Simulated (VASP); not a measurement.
# Si2Ni (MoSi2 type) (I4/mmm) in VASP: a series of runs

Runs on Si2Ni (MoSi2 type). Level: PBE. Tasks: single point.

Everything below comes from runs of VASP 6.6.1. Logs are shortened: lines on timing, memory, paths and dates and some standing lists are left out, and cuts for length are marked.

## Step 1: The cell of the first run

The structure is tetragonal, space group I4/mmm (No. 139). The conventional cell has a = 2.693 Å, b = 2.693 Å, c = 6.597 Å, α = 90.00°, β = 90.00°, γ = 90.00°. Within 2.9 Å of Ni (site symmetry 4/mmm) lie 10 Si at 2.20 Å and 4 Ni at 2.69 Å. Within 2.9 Å of Si (site symmetry 4mm) lie 9 Si at 2.19 to 2.69 Å and 5 Ni at 2.20 Å.

## Step 2: Single point, PBE

Input file INCAR:

```
SYSTEM = Si2Ni
PREC = Accurate ; ENCUT = 520
EDIFF = 1E-6 ; ISMEAR = -1
SIGMA = 0.05 ; LREAL = .FALSE.
LASPH = .TRUE. ; NELM = 100
ALGO = Normal ; ISIF = 2
LWAVE = .FALSE. ; LCHARG = .TRUE.
GGA = PE ; LELF = .TRUE.
LVHAR = .TRUE. ; NBANDS = 16
```

Input file KPOINTS:

```
regular mesh
0
G
  14 14 14
  0 0 0
```

Input file POSCAR:

```
Si2Ni
1.0
   -1.3465313872      1.3465313872      3.2987010590
    1.3465313872     -1.3465313872      3.2987010590
    1.3465313872      1.3465313872     -3.2987010590
Ni Si
1 2
Direct
    0.0000000000      0.0000000000      0.0000000000
    0.3340773686      0.3340773686      0.0000000000
   -0.3340773686     -0.3340773686      0.0000000000
```

Potentials or basis: VASP PAW PBE potentials, release 64 (Ni, Si).

Started as:

```sh
$ cat potpaw_PBE.64/Ni/POTCAR potpaw_PBE.64/Si/POTCAR > POTCAR
$ mpirun -np 1 vasp_std > vasp.out
```

OUTCAR:

```text
SYSTEM = Si2Ni
   PREC = Accurate
   ENCUT = 520
   EDIFF = 1E-6
   ISMEAR = -1
   LREAL = .FALSE.
   LASPH = .TRUE.
   NELM = 100
   ISIF = 2
   GGA = PE

 ion  position               nearest neighbor table
   1  0.000  0.000  0.000-   3 2.20   3 2.20   3 2.20   2 2.20   3 2.20   2 2.20   2 2.20   2 2.20
                             2 2.20   3 2.20
   2  0.334  0.334  0.000-   3 2.19   1 2.20   1 2.20   1 2.20   1 2.20   3 2.20   3 2.20   3 2.20
                             3 2.20   1 2.20
   3  0.666  0.666  0.000-   2 2.19   1 2.20   1 2.20   1 2.20   1 2.20   2 2.20   2 2.20   2 2.20
                             2 2.20   1 2.20

  LATTYP: Found a body centered tetragonal cell.
 ALAT       =     2.6930627744
 C/A-ratio  =     2.4497765818

  Lattice vectors:

 A1 = (  -1.3465313872,   1.3465313872,   3.2987010590)
 A2 = (   1.3465313872,  -1.3465313872,   3.2987010590)
 A3 = (   1.3465313872,   1.3465313872,  -3.2987010590)

Analysis of symmetry for initial positions (statically):
=====================================================================
 Subroutine PRICEL returns:
 Original cell was already a primitive cell.

 Routine SETGRP: Setting up the symmetry group for a
 body centered tetragonal supercell.

 Subroutine GETGRP returns: Found 16 space group operations
 (whereof 16 operations were pure point group operations)
 out of a pool of 16 trial point group operations.

The static configuration has the point symmetry D_4h.

Analysis of symmetry for dynamics (positions and initial velocities):
=====================================================================
 Subroutine PRICEL returns:
 Original cell was already a primitive cell.

 Routine SETGRP: Setting up the symmetry group for a
 body centered tetragonal supercell.

 Subroutine GETGRP returns: Found 16 space group operations
 (whereof 16 operations were pure point group operations)
 out of a pool of 16 trial point group operations.

The dynamic configuration has the point symmetry D_4h.

 Subroutine INISYM returns: Found 16 space group operations
 (whereof 16 operations are pure point group operations),
 and found     1 'primitive' translations

----------------------------------------------------------------------------------------

                                     Primitive cell

  volume of cell :      23.9241

  direct lattice vectors                    reciprocal lattice vectors
    -1.346531387  1.346531387  3.298701059     0.000000000  0.371324430  0.151574814
     1.346531387 -1.346531387  3.298701059     0.371324430  0.000000000  0.151574814
     1.346531387  1.346531387 -3.298701059     0.371324430  0.371324430  0.000000000

  length of vectors
     3.808900396  3.808900396  3.808900396     0.401069516  0.401069516  0.525132045

  position of ions in fractional coordinates (direct lattice)
     0.000000000  0.000000000  0.000000000
     0.334077369  0.334077369  0.000000000
     0.665922631  0.665922631  0.000000000

  ion indices of the primitive-cell ions
   primitive index   ion index
                 1           1
                 2           2
                 3           3

----------------------------------------------------------------------------------------

 KPOINTS: regular mesh

Automatic generation of k-mesh.
 Grid dimensions read from file:
 generate k-points for:   14   14   14

 Generating k-lattice:

  Cartesian coordinates                     Fractional coordinates (reciprocal lattice)
     0.000000000  0.026523174  0.010826772     0.071428571  0.000000000  0.000000000
     0.026523174  0.000000000  0.010826772     0.000000000  0.071428571  0.000000000
     0.026523174  0.026523174  0.000000000     0.000000000  0.000000000  0.071428571

  Length of vectors
     0.028647823  0.028647823  0.037509432

  Shift w.r.t. Gamma in fractional coordinates (k-lattice)
     0.000000000  0.000000000  0.000000000

 Subroutine IBZKPT returns following result:
 ===========================================

 Found    244 irreducible k-points:

 Following reciprocal coordinates:
            Coordinates               Weight
  0.000000  0.000000  0.000000      1.000000
  0.071429 -0.000000  0.000000      8.000000
  0.142857  0.000000  0.000000      8.000000
  0.214286  0.000000 -0.000000      8.000000
  0.285714  0.000000  0.000000      8.000000
  0.357143 -0.000000  0.000000      8.000000
[... 16 lines left out ...]
  0.214286  0.142857  0.000000     16.000000
  0.285714  0.142857 -0.000000     16.000000
 [... further k-points ...]
   k-points           NKPTS =    244   k-points in BZ     NKDIM =    244   number of bands    NBANDS=     16
   number of dos      NEDOS =    301   number of ions     NIONS =      3
   total plane-waves  NPLWV =  21952
   dimension x,y,z NGX =    28 NGY =   28 NGZ =   28
   dimension x,y,z NGXF=    56 NGYF=   56 NGZF=   56
   ions per type =               1   2
   NGX,Y,Z   is equivalent  to a cutoff of  12.22, 12.22, 12.22 a.u.
   NGXF,Y,Z  is equivalent  to a cutoff of  24.44, 24.44, 24.44 a.u.
 SYSTEM =  Si2Ni
   PREC   = accura    normal or accurate (medium, high low for compatibility)
   ISTART =      0    job   : 0-new  1-cont  2-samecut
   ICHARG =      2    charge: 1-file 2-atom 10-const
   ISPIN  =      1    spin polarized calculation?
   LNONCOLLINEAR =      F non collinear calculations
   LSORBIT =      F    spin-orbit coupling
   LASPH  =      T    aspherical Exc in radial PAW
   ENCUT  =  520.0 eV  38.22 Ry    6.18 a.u.   7.08  7.08  7.08*2*pi/ulx,y,z
   NELM   =    100;   NELMIN=  2; NELMDL= -5     # of ELM steps
   EDIFF  = 0.1E-05   stopping-criterion for ELM
   LREAL  =      F    real-space projection
   EDIFFG = 0.1E-04   stopping-criterion for IOM
   NSW    =      0    number of steps for IOM
   IBRION =     -1    ionic relax: 0-MD 1-quasi-New 2-CG
   NFREE  =      0    steps in history (QN), initial steepest desc. (CG)
   ISIF   =      2    stress and relaxation
   ISYM   =      2    0-nonsym 1-usesym 2-fastsym
   POTIM  = 0.5000    time-step for ionic-motion
   TEBEG  =    0.0;   TEEND  =   0.0 temperature during run
   PSTRESS=    0.0 pullay stress
   NELECT =      18.0000    total number of electrons
   NUPDOWN=      -1.0000    fix difference up-down
   EMIN   =  10.00;   EMAX   =-10.00  energy-range for DOS
   EFERMI =   0.00;   METHOD = LEGACY
   ISMEAR =    -1;   SIGMA  =   0.05  broadening in eV -4-tet -1-fermi 0-gaus
   EFERMI_NEDOS =   21; number of points for ismear=-14 and -15
   IALGO  =     38    algorithm
   IMIX   =      4    mixing-type and parameters
     AMIX     =   0.40;   BMIX     =  1.00
     AMIX_MAG =   1.60;   BMIX_MAG =  1.00
  volume/ion in A,a.u.               =       7.97        53.82
  Fermi-wavevector in a.u.,A,eV,Ry     =   1.488974  2.813752 30.164697  2.217043
  Thomas-Fermi vector in A             =   2.601941
   LORBIT       =      0    0 simple, 1 ext, 2 COOP (PROOUT), +10 PAW based schemes
   GGA     = PE    functional components
   LHFCALC =     F    Hartree Fock is set to
   AEXX    =    0.0000 exact exchange contribution
   IVDW    =     0    specifies the selected vdW correction
   LEPSILON=     F    determine dielectric tensor
   LRPA    =     F    only Hartree local field effects (RPA)
 non-spin polarized calculation
  energy-cutoff  :      520.00
  volume of cell :       23.92
 maximum number of plane-waves:       659
   NGX = 15   NGY = 15   NGZ = 15

 number of electron      17.9999998 magnetization

 Free energy of the ion-electron system (eV)
  ---------------------------------------------------
  ext. energy  EPLUGINS =         0.00000000
  ---------------------------------------------------
  free energy    TOTEN  =       -10.78404746 eV

  energy without entropy =      -10.76772893  energy(sigma->0) =      -10.77588820

 E-fermi :  19.2266     XC(G=0): -14.2446

 val. band max:       19.2260911308   @ k =  -0.4286   0.1429   0.0714
 cond. band min:      19.2289389724   @ k =  -0.2143   0.4286   0.0714
 fundamental gap:      0.0028478416
 Fermi energy:        19.2265593827

 k-point     1 :       0.0000    0.0000    0.0000
  band No.  band energies     occupation
      1      -0.0765      2.00000
      2       9.6310      2.00000
      3      12.8262      2.00000
      4      13.5456      2.00000
      5      13.6242      2.00000
      6      13.6242      2.00000
[... 8 lines left out ...]
     15      29.0724      0.00000
     16      31.7502      0.00000

 k-point     2 :       0.0714   -0.0000    0.0000
  band No.  band energies     occupation
      1       0.0447      2.00000
      2       9.6308      2.00000
      3      12.8137      2.00000
      4      13.1421      2.00000
      5      13.6593      2.00000
      6      13.8700      2.00000
[... 8 lines left out ...]
     15      29.3842      0.00000
     16      32.2346      0.00000

 k-point     3 :       0.1429    0.0000    0.0000
  band No.  band energies     occupation
      1       0.4065      2.00000
      2       9.6313      2.00000
      3      12.4843      2.00000
      4      12.8375      2.00000
      5      13.7577      2.00000
      6      13.8919      2.00000
[... 8 lines left out ...]
     15      29.7283      0.00000
     16      31.3232      0.00000

 k-point     4 :       0.2143    0.0000   -0.0000
  band No.  band energies     occupation
      1       1.0026      2.00000
      2       9.6144      2.00000
      3      11.6607      2.00000
      4      12.6866      2.00000
      5      13.7157      2.00000
      6      13.8926      2.00000
[... 8 lines left out ...]
     15      29.6854      0.00000
     16      30.7006      0.00000

 k-point     5 :       0.2857    0.0000    0.0000
  band No.  band energies     occupation
      1       1.8225      2.00000
      2       9.3755      2.00000
      3      10.7547      2.00000
      4      12.3913      2.00000
      5      13.5437      2.00000
      6      13.9177      2.00000
[... 8 lines left out ...]
     15      29.3865      0.00000
     16      32.5587      0.00000

 k-point     6 :       0.3571   -0.0000    0.0000
  band No.  band energies     occupation
      1       2.8508      2.00000
      2       8.3499      2.00000
      3      10.4969      2.00000
      4      11.9838      2.00000
      5      13.4123      2.00000
      6      13.7153      2.00000
[... 8 lines left out ...]
     15      28.8515      0.00000
     16      32.0827      0.00000
[... 267 lines left out ...]
 k-point    21 :      -0.0714    0.0714    0.0000
  band No.  band energies     occupation
      1       0.1316      2.00000
      2       9.7821      2.00000
      3      12.8315      2.00000
      4      13.0830      2.00000
      5      13.2856      2.00000
      6      14.1578      2.00000
[... 8 lines left out ...]
     15      29.8045      0.00000
     16      32.0036      0.00000

 k-point    22 :       0.1429    0.1429    0.0000
  band No.  band energies     occupation
      1       1.0149      2.00000
      2       9.1666      2.00000
      3      12.1824      2.00000
      4      13.1388      2.00000
      5      13.1672      2.00000
      6      13.9359      2.00000
[... 8 lines left out ...]
     15      29.6855      0.00000
     16      31.9460      0.00000

 k-point    23 :       0.2143    0.1429    0.0000
  band No.  band energies     occupation
      1       1.6638      2.00000
      2       9.0347      2.00000
      3      11.5084      2.00000
      4      13.0094      2.00000
      5      13.3377      2.00000
      6      13.6221      2.00000
[... 8 lines left out ...]
     15      31.0313      0.00000
     16      32.1875      0.00000

 k-point    24 :       0.2857    0.1429   -0.0000
  band No.  band energies     occupation
      1       2.5266      2.00000
      2       8.8843      2.00000
      3      10.4950      2.00000
      4      12.7122      2.00000
      5      13.3681      2.00000
      6      13.6194      2.00000
[... 8 lines left out ...]
     15      30.5937      0.00000
     16      32.8504      0.00000

 [... further k-points ...]

------------------------ aborting loop because EDIFF is reached ----------------------------------------

  FORCE on cell =-STRESS in cart. coord.  units (eV):
  Direction    XX          YY          ZZ          XY          YZ          ZX
  --------------------------------------------------------------------------------------
  -------------------------------------------------------------------------------------
  Total       27.1786202     27.1786202     27.1816345      0.0000000     -0.0000000     -0.0000000
  in kB     1820.1285968   1820.1285968   1820.3304623      0.0000000     -0.0000000     -0.0000000
  external PRESSURE =    1820.1958853 kB  Pullay stress =       0.0000000 kB

 VOLUME and BASIS-vectors are now :
 -----------------------------------------------------------------------------
  energy-cutoff  :      520.00
  volume of cell :       23.92
      direct lattice vectors                 reciprocal lattice vectors
    -1.346531387  1.346531387  3.298701059     0.000000000  0.371324430  0.151574814
     1.346531387 -1.346531387  3.298701059     0.371324430  0.000000000  0.151574814
     1.346531387  1.346531387 -3.298701059     0.371324430  0.371324430  0.000000000

 POSITION                                       TOTAL-FORCE (eV/Angst)
 -----------------------------------------------------------------------------------
      0.00000      0.00000      0.00000        -0.000000     -0.000000      0.000000
      0.00000      0.00000      2.20404         0.000000      0.000000     -0.002624
      0.00000      0.00000      4.39336        -0.000000     -0.000000      0.002624
 -----------------------------------------------------------------------------------
    total drift:                               -0.000000     -0.000000      0.000000

  FREE ENERGIE OF THE ION-ELECTRON SYSTEM (eV)
  ---------------------------------------------------
  free  energy   TOTEN  =       -10.7840474623 eV

  energy  without entropy=      -10.7677289343  energy(sigma->0) =      -10.77588820
```

Wall time 3.7 min (1 thread of Intel Xeon 8259CL, shared host); peak memory 0.23 GiB.

What came out:

```yaml
Free_energy: -10.7840 eV
Pressure: 182.0 GPa
Band_gap_on_the_k_mesh: zero (bands 9 and 10 overlap by 3.08 eV)
```

Forces on the atoms (eV/Å):
```
Ni   0.000  0.000  0.000
Si   0.000  0.000 -0.003
Si   0.000  0.000  0.003
```

Caveat: the cell stands under pressure. Spin polarisation is off, so any magnetic state and its effect on volume and gap are missing.

## Step 3: Single point, PBE (7.97 Å³/atom)

Input file INCAR:

```
  PREC = Accurate
  ENCUT = 520
  EDIFF = 1E-6
  ISMEAR = -1
  SIGMA = 0.05
  LREAL = False
  LASPH = True
  NELM = 80
  ALGO = Normal
  ISIF = 2
  LWAVE = False
  LCHARG = False
  GGA = PE
  NBANDS = 16
```

Input file KPOINTS:

```
Automatic mesh
0
Gamma
  14 14 14
```

POSCAR is that of step 2.

Potentials or basis: VASP PAW PBE potentials, release 64 (Ni, Si).

Started as:

```sh
$ cat potpaw_PBE.64/Ni/POTCAR potpaw_PBE.64/Si/POTCAR > POTCAR
$ mpirun -np 1 vasp_std > vasp.out
```

Run time: 3.2 min. Hardware: 1 thread of Intel Xeon 8259CL, shared host; peak memory 0.23 GiB.

The run converged. Its results:

- Free energy: -10.7840 eV
- Pressure: 182.0 GPa
- Band gap on the k mesh: zero (bands 9 and 10 overlap by 3.08 eV)

Forces on the atoms (eV/Å):
```
Ni   0.000  0.000  0.000
Si   0.000  0.000 -0.003
Si   0.000  0.000  0.003
```

Levels at points of the mesh, in eV from the Fermi level:
```csv
k point,band 7,band 8,band 9,band 10,band 11,band 12
"(0.00, 0.00, 0.00)",-4.25,-0.83,1.44,2.74,2.74,3.24
"(0.50, 0.00, 0.00)",-4.78,-3.03,-0.13,3.73,3.78,5.54
"(0.50, 0.50, 0.00)",-5.28,-3.19,-2.09,-1.57,0.67,2.73
"(0.50, 0.50, 0.50)",-4.19,-1.34,-1.34,2.70,5.20,8.52
```

Caveat: the cell stands under pressure.
